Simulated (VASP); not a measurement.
Wanted: the native input for a VASP 6.6.1 run.

| Item | Value |
| --- | --- |
| Task | relaxation of cell and atoms |
| Functional | BLYP |
| Dispersion | D3(BJ) |
| Potentials or basis | VASP PAW PBE potentials, release 64 (Bi_d) |
| Cutoff | 600 eV |
| k mesh | 9 × 9 × 9 |
| Occupations | fermi-dirac, width 0.05 eV |
| Spin | no spin polarisation |
| Dipole correction | no |
| Further INCAR settings | ALGO = Normal; EDIFF = 1e-06; IBRION = 2; EDIFFG = -0.01; NSW = 60; ISIF = 3 |

The structure of Bi lies in POSCAR:

```
Bi
1.0
   -1.9814305318      1.9814305318      1.9814305318
    1.9814305318     -1.9814305318      1.9814305318
    1.9814305318      1.9814305318     -1.9814305318
Bi
1
Direct
    0.0000000000      0.0000000000      0.0000000000
```

One way to write it, as run:

INCAR

```
PREC     = Accurate       # precision mode
ENCUT    = 600            # plane-wave cutoff, eV
EDIFF    = 1E-6           # SCF threshold, eV
ISMEAR   = -1             # smearing method
SIGMA    = 0.05           # smearing width, eV
LREAL    = F              # projectors in reciprocal space
LASPH    = T              # aspherical terms in the spheres
NELM     = 100            # most SCF steps
ALGO     = Normal         # electronic algorithm
ISIF     = 3              # what is computed and relaxed
LWAVE    = F              # write WAVECAR
LCHARG   = F              # write CHGCAR
GGA      = B5             # functional
ALDAX    = 1.0          
AGGAX    = 1.0          
AGGAC    = 1.0          
ALDAC    = 0.0          
IVDW     = 12             # dispersion correction
VDW_S6   = 1.0          
VDW_S8   = 2.6996       
VDW_A1   = 0.4298       
VDW_A2   = 4.2359       
IBRION   = 2              # ionic algorithm
NSW      = 60             # ionic steps
EDIFFG   = -0.01          # ionic threshold
```

KPOINTS

```
Automatic mesh
0
Gamma
  9 9 9
```

Potentials or basis: VASP PAW PBE potentials, release 64 (Bi_d).

Run with:

```console
$ cat potpaw_PBE.64/Bi_d/POTCAR > POTCAR
$ mpirun -np 1 vasp_std > vasp.out
```

It gave:

* Relaxed volume: 30.61 Å³/atom
* Relaxed cell: a = 3.413 Å, b = 3.413 Å, c = 3.413 Å, α = 109.47°, β = 109.47°, γ = 109.47°
* Space group after relaxing (to 0.05 Å): Im-3m (No. 229)
* Energy gained by relaxing: 1.3 meV/atom
* Ionic steps: 4
* Pressure after relaxing: 0.0 GPa
* Dispersion energy per atom: -1.243 eV

Caveat: the PAW data sets were made with another functional, which shifts forces and pressure a little; pairwise dispersion overbinds metals, which lowers pressure and volume.

It took 72 s on 1 thread of Intel Xeon 8259CL, on a shared host, peak memory 0.18 GiB.
